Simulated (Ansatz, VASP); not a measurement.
NaB in VASP and in Ansatz

```
Na B
1.0
     0.00000    2.66727    2.66727
     2.66727    0.00000    2.66727
     2.66727    2.66727    0.00000
Na B
1 1
Direct
  0.00000 0.00000 0.00000
  0.50000 0.50000 0.50000
```

Alike in both runs: functional r2SCAN; dispersion rVV10; k mesh 9 × 9 × 9; no spin polarisation.

Ansatz relaxed the structure, and its values are those at the end. VASP's run is a single point on that final structure, the one shown.

|  | VASP | Ansatz |
| --- | --- | --- |
| version | VASP 6.6.1 | Ansatz 0.2.0 |
| potentials or method | VASP PAW PBE potentials, release 64 (Na_pv, B) | plane waves, PAW |
| plane-wave cutoff (eV) | 520 | 500 |
| occupations | fermi-dirac, width 0.1 eV | fermi-dirac |
| valence electrons in the cell | 10 | 12 |

```csv
,VASP,Ansatz,Ansatz less VASP
pressure (GPa),-0.2,0.0,+0.22
```

VASP's potentials were made for PBE, not for r2SCAN. VASP's potentials hold 10 valence electrons a cell and Ansatz's 12, so a difference there can come from the potentials and not from the codes.
